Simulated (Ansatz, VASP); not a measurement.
**Yb: VASP beside Ansatz**

The input INCAR:

```
ALGO = Normal ; EDIFF = 1E-6
ENCUT = 520 ; GGA = PS
ISIF = 2 ; ISMEAR = -1
ISPIN = 2 ; LASPH = True
LCHARG = False ; LMAXMIX = 6
LORBIT = 11 ; LREAL = False
LWAVE = False ; MAGMOM = 1
NBANDS = 22 ; NELM = 150
PREC = Accurate ; SIGMA = 0.05
```

The input KPOINTS:

```
k-points
0
Gamma
  9 9 9
```

POSCAR

```
Yb
1.0
   -2.1514830000      2.1514830000      2.1514830000
    2.1514830000     -2.1514830000      2.1514830000
    2.1514830000      2.1514830000     -2.1514830000
Yb
1
Direct
    0.0000000000      0.0000000000      0.0000000000
```

The input input.yaml:

```yaml
crystal:
  lattice:
    - [-2.151483, 2.151483, 2.151483]
    - [2.151483, -2.151483, 2.151483]
    - [2.151483, 2.151483, -2.151483]
  atoms:
    - { symbol: Yb, position: [0.0, 0.0, 0.0], spin: 1.0 }
hamiltonian:
  xc: pbesol
  pseudopotentials: { kind: paw }
magnetization:
  spin_polarized: true
kpoints:
  mp_grid: { grid: [9, 9, 9] }
scf:
  occupations: { method: fermi_dirac, width: 0.05 }
output:
  forces: true
  stress: true
  eigenvalues: true
  write_density: true
  write_potential: true
  elf: true
  volumetric_format: npy
```

Alike in both runs: task single point; functional PBEsol; k mesh 9 × 9 × 9; occupations fermi-dirac, width 0.05 eV; collinear spin.

|  | VASP | Ansatz |
| --- | --- | --- |
| version | VASP 6.6.1 | Ansatz 0.2.0 |
| potentials or method | VASP PAW PBE potentials, release 64 (Yb) | Ansatz PAW |
| plane-wave cutoff (eV) | 520 | 420 |
| valence electrons in the cell | 24 | 24 |

|  | VASP | Ansatz | Ansatz less VASP |
| --- | --- | --- | --- |
| gap on the k mesh at the Fermi level (eV) | none | none | - |
| pressure (GPa) | -4.1 | -3.4 | +0.65 |
| net moment per atom (μB) | 0.00 | 0.00 | -0.001 |

VASP's potentials were made for PBE, not for PBEsol. A gap of «none» marks a metal or a gap that the smearing closes.

Spin-orbit coupling is off throughout.
